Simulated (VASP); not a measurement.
# SrO (Fm-3m) in VASP: further runs, part 2 of 2

VASP 6.6.1. The steps go on from the part before.

## Step 4: Relaxation of cell and atoms, BLYP+D4

This run uses another cell than the first one, of 16.90 Å³/atom, 0.969 times its volume.

Contents of INCAR:

```
SYSTEM = SrO
PREC     = Accurate       ! precision mode
ENCUT    = 600            ! plane-wave cutoff, eV
EDIFF    = 1E-7           ! SCF threshold, eV
ISMEAR   = -1             ! smearing method
SIGMA    = 0.05           ! smearing width, eV
LREAL    = .FALSE.        ! projectors in reciprocal space
LASPH    = .TRUE.         ! aspherical terms in the spheres
NELM     = 60             ! most SCF steps
ALGO     = Normal         ! electronic algorithm
ISIF     = 3              ! what is computed and relaxed
LWAVE    = .FALSE.        ! write WAVECAR
LCHARG   = .FALSE.        ! write CHGCAR
GGA      = B5             ! functional
ALDAX    = 1.0          
AGGAX    = 1.0          
AGGAC    = 1.0          
ALDAC    = 0.0          
IVDW     = 13             ! dispersion correction
VDW_S6   = 1.0          
VDW_S8   = 2.34076671   
VDW_A1   = 0.44488865   
VDW_A2   = 4.0933009    
IBRION   = 2              ! ionic algorithm
NSW      = 80             ! ionic steps
EDIFFG   = -0.005         ! ionic threshold
```

Contents of KPOINTS:

```
regular mesh
0
G
  9 9 9
  0 0 0
```

Contents of POSCAR:

```
SrO
1.0
    0.0000000000      2.5663000000      2.5663000000
    2.5663000000      0.0000000000      2.5663000000
    2.5663000000      2.5663000000      0.0000000000
Sr O
1 1
Direct
    0.5000000000      0.5000000000      0.5000000000
    0.0000000000      0.0000000000      0.0000000000
```

Potentials or basis: VASP PAW PBE potentials, release 64 (Sr_sv, O).

On the command line:

```
$ cat potpaw_PBE.64/Sr_sv/POTCAR potpaw_PBE.64/O/POTCAR > POTCAR
$ mpirun -np 1 vasp_std > vasp.out
```

OUTCAR:

```text
SYSTEM = SrO
   PREC = Accurate
   ENCUT = 600
   EDIFF = 1E-7
   ISMEAR = -1
   LREAL = .FALSE.
   LASPH = .TRUE.
   NELM = 60
   ISIF = 3
   GGA = B5
   IVDW = 13
   IBRION = 2
   NSW = 80
   EDIFFG = -0.005

 ion  position               nearest neighbor table
   1  0.500  0.500  0.500-   2 2.57   2 2.57   2 2.57   2 2.57   2 2.57   2 2.57
   2  0.000  0.000  0.000-   1 2.57   1 2.57   1 2.57   1 2.57   1 2.57   1 2.57

  LATTYP: Found a face centered cubic cell.
 ALAT       =     5.1326000000

  Lattice vectors:

 A1 = (   0.0000000000,   2.5663000000,   2.5663000000)
 A2 = (   2.5663000000,   0.0000000000,   2.5663000000)
 A3 = (   2.5663000000,   2.5663000000,   0.0000000000)

Analysis of symmetry for initial positions (statically):
=====================================================================
 Subroutine PRICEL returns:
 Original cell was already a primitive cell.

 Routine SETGRP: Setting up the symmetry group for a
 face centered cubic supercell.

 Subroutine GETGRP returns: Found 48 space group operations
[... 9 lines left out ...]

 Routine SETGRP: Setting up the symmetry group for a
 face centered cubic supercell.

 Subroutine GETGRP returns: Found 48 space group operations
[... 11 lines left out ...]
                                     Primitive cell

  volume of cell :      33.8028

  direct lattice vectors                    reciprocal lattice vectors
     0.000000000  2.566300000  2.566300000    -0.194833028  0.194833028  0.194833028
     2.566300000  0.000000000  2.566300000     0.194833028 -0.194833028  0.194833028
     2.566300000  2.566300000  0.000000000     0.194833028  0.194833028 -0.194833028
[... 131 lines left out ...]
  free energy    TOTEN  =       -11.45053922 eV

  energy without entropy =      -11.45053922  energy(sigma->0) =      -11.45053922

------------------------ aborting loop because EDIFF is reached ----------------------------------------

  DFT-D4 for vdW energy calculation

  Edisp (eV):   -0.62393
[... 71 lines left out ...]
--------------------------------------- Ionic step        3  -------------------------------------------

 number of electron      16.0000000 magnetization

 Free energy of the ion-electron system (eV)
  ---------------------------------------------------
  ext. energy  EPLUGINS =         0.00000000
  ---------------------------------------------------
  free energy    TOTEN  =       -11.48929592 eV

  energy without entropy =      -11.48929592  energy(sigma->0) =      -11.48929592

 E-fermi :   2.9993     XC(G=0):  -9.4215

 val. band max:        1.8657884139   @ k =   0.0000   0.0000   0.0000
 cond. band min:       5.3292124401   @ k =   0.4444   0.4444   0.0000
 fundamental gap:      3.4634240262
 Fermi energy:         2.9992797985

 k-point     1 :       0.0000    0.0000    0.0000
  band No.  band energies     occupation
      1     -30.6636      2.00000
      2     -13.0845      2.00000
      3     -12.3720      2.00000
      4     -12.3720      2.00000
      5     -12.3720      2.00000
      6       1.8658      2.00000
      7       1.8658      2.00000
      8       1.8658      2.00000
      9       5.8653      0.00000
     10       8.0070      0.00000
     11       8.0070      0.00000
     12       8.0070      0.00000
[... 331 lines left out ...]
 k-point    24 :       0.4444    0.4444    0.0000
  band No.  band energies     occupation
      1     -30.5147      2.00000
      2     -13.4611      2.00000
      3     -12.7610      2.00000
      4     -12.6881      2.00000
      5     -12.6881      2.00000
      6       1.3121      2.00000
      7       1.7566      2.00000
      8       1.7566      2.00000
      9       5.3292      0.00000
     10       9.3717      0.00000
     11      11.7177      0.00000
     12      12.2069      0.00000

 [... further k-points ...]

------------------------ aborting loop because EDIFF is reached ----------------------------------------

  DFT-D4 for vdW energy calculation

  Edisp (eV):   -0.59850
[... 25 lines left out ...]
  FREE ENERGIE OF THE ION-ELECTRON SYSTEM (eV)
  ---------------------------------------------------
  free  energy   TOTEN  =       -12.0877995508 eV

  energy  without entropy=      -12.0877995508  energy(sigma->0) =      -12.08779955

 reached required accuracy - stopping structural energy minimisation
```

OSZICAR:

```text
N       E                     dE             d eps       ncg     rms          rms(c)
DAV:   1     0.723049945213E+02    0.72305E+02   -0.88289E+03   840   0.140E+03
DAV:   2    -0.103005280795E+02   -0.82606E+02   -0.76602E+02  1144   0.256E+02
DAV:   3    -0.139982148851E+02   -0.36977E+01   -0.36791E+01  1240   0.503E+01
[... 29 lines left out ...]
DAV:   5    -0.114892262810E+02   -0.23052E-03   -0.25173E-04   980   0.176E-01    0.687E-02
DAV:   6    -0.114892880327E+02   -0.61752E-04   -0.32118E-04  1372   0.124E-01    0.385E-02
DAV:   7    -0.114892963942E+02   -0.83616E-05   -0.10451E-05  1356   0.248E-02    0.115E-02
DAV:   8    -0.114892959376E+02    0.45658E-06   -0.11016E-06  1376   0.993E-03    0.276E-03
DAV:   9    -0.114892959176E+02    0.20072E-07   -0.65293E-08   612   0.268E-03
   3 F= -.12087800E+02 E0= -.12087800E+02  d E =-.133316E-01
```

It took 92 s on 1 thread of Intel Xeon 6975P-C, shared host; peak memory 0.19 GiB.

Results:

```yaml
Free_energy: -12.0878 eV
Relaxed_volume: 17.54 Å³/atom
Relaxed_cell: a = 3.674 Å, b = 3.674 Å, c = 3.674 Å, α = 60.00°, β = 60.00°, γ = 60.00°
Space_group_after_relaxing_to_0.05_Å: Fm-3m (No. 225)
Energy_gained_by_relaxing: 6.7 meV/atom
Ionic_steps: 3
Pressure_after_relaxing: 0.0 GPa
Band_gap_on_the_k_mesh: 3.46 eV, indirect (least direct gap 3.57 eV)
Dispersion_energy_per_atom: -0.299 eV
```

Step by step:
```
step  energy change (eV)  largest force (eV/Å)  pressure (GPa)  volume (Å³)
   1              0.0000                0.0000            3.45        33.80
   2             -0.0112                0.0000           -1.27        35.62
   3             -0.0133                0.0000           -0.01        35.08
```

Final structure:
```xyz
2
Lattice="0.0000 2.5982 2.5982 2.5982 0.0000 2.5982 2.5982 2.5982 0.0000" Properties=species:S:1:pos:R:3 pbc="T T T"
Sr    2.5982    2.5982    2.5982
O     0.0000    0.0000    0.0000
```

Caveat: the PAW data sets were made with another functional, which shifts forces and pressure a little. Zero-point motion and thermal expansion aren't in these numbers.

## Step 5: Single point, PBE

This run uses another cell than the first one, of 16.90 Å³/atom, 0.969 times its volume.

Contents of INCAR:

```
SYSTEM = SrO
ALGO = Normal
EDIFF = 1E-6
ENCUT = 520
GGA = PE
ISIF = 2
ISMEAR = 0
LASPH = .TRUE.
LCHARG = .FALSE.
LREAL = .FALSE.
LWAVE = .FALSE.
NBANDS = 15
NELM = 100
PREC = Accurate
SIGMA = 0.017
```

Contents of KPOINTS:

```
k-points
0
G
  9 9 9
  0 0 0
```

POSCAR is that of step 4.

On the command line:

```
$ cat potpaw_PBE.64/Sr_sv/POTCAR potpaw_PBE.64/O/POTCAR > POTCAR
$ mpirun -np 1 vasp_std > vasp.out
```

Wall time 17 s (1 thread of Intel Xeon Platinum 8488C (Sapphire Rapids), shared host); peak memory 0.16 GiB.

The run converged. Its results:

```
Free energy            : -12.0370 eV
Pressure               : 3.9 GPa
Band gap on the k mesh : 3.32 eV, indirect (least direct gap 3.41 eV)
```

Levels at points of the mesh, in eV from the valence-band top:
```tsv
k point	band 5	band 6	band 7	band 8	band 9	band 10	band 11	band 12
(0.00, 0.00, 0.00)	-14.00	0.00	0.00	0.00	4.02	6.22	6.22	6.22
```

A k mesh can miss the band edges. As with any semilocal functional, this PBE gap is likely too small.

## Step 6: Single point, PBE

This run uses another cell than the first one, of 16.90 Å³/atom, 0.969 times its volume.

Contents of INCAR:

```
SYSTEM = SrO
PREC = Accurate
ENCUT = 520
EDIFF = 1E-7
ISMEAR = 0
SIGMA = 0.026000000000000002
LREAL = .False.
LASPH = .True.
NELM = 100
ALGO = Normal
ISIF = 2
LWAVE = .False.
LCHARG = .True.
GGA = PE
LELF = .True.
LVHAR = .True.
NBANDS = 15
```

Contents of KPOINTS:

```
Automatic mesh
0
Gamma
  9 9 9
  0 0 0
```

POSCAR is that of step 5.

Potentials or basis: VASP PAW PBE potentials, release 64 (Sr_sv, O).

On the command line:

```
$ cat potpaw_PBE.64/Sr_sv/POTCAR potpaw_PBE.64/O/POTCAR > POTCAR
$ mpirun -np 1 vasp_std > vasp.out
```

Wall time 29 s (1 thread of Intel Xeon Platinum 8488C (Sapphire Rapids), shared host); peak memory 0.16 GiB.

It converged, with:

```yaml
Free_energy: -12.0370 eV
Pressure: 3.9 GPa
Band_gap_on_the_k_mesh: 3.32 eV, indirect (least direct gap 3.41 eV)
```

Levels at points of the mesh, in eV from the valence-band top:
| k point | band 5 | band 6 | band 7 | band 8 | band 9 | band 10 | band 11 | band 12 |
| --- | --- | --- | --- | --- | --- | --- | --- | --- |
| (0.00, 0.00, 0.00) | -14.00 | 0.00 | 0.00 | 0.00 | 4.02 | 6.22 | 6.22 | 6.22 |

A k mesh can miss the band edges.

## Step 7: Summary

```csv
task,level,cell,cutoff (eV),smearing,gap on the mesh (eV),pressure (GPa),relaxed volume (Å³/atom)
single point,BLYP+D4,"a = 3.667 Å, angles 60.0°, 2 atoms",520,fermi-dirac 0.05 eV,3.46,0.5,-
relaxation of cell and atoms,PBEsol+D4,"relaxed from a = 3.629 Å, angles 60.0°, 2 atoms",600,fermi-dirac 0.05 eV,3.20,0.0,16.72
relaxation of cell and atoms,BLYP+D4,"relaxed from a = 3.629 Å, angles 60.0°, 2 atoms",600,fermi-dirac 0.05 eV,3.46,0.0,17.54
single point,PBE,"a = 3.629 Å, angles 60.0°, 2 atoms",520,gaussian 0.017 eV,3.32,3.9,-
single point,PBE,"a = 3.629 Å, angles 60.0°, 2 atoms",520,gaussian 0.026 eV,3.32,3.9,-
```

Alike in all rows: potentials or basis VASP PAW PBE potentials, release 64 (Sr_sv, O); no spin polarisation; k mesh 9 × 9 × 9.

Caveats: the PAW data sets were made with another functional, which shifts forces and pressure a little (some runs).

Absolute energies hang on the potentials; compare differences alone.
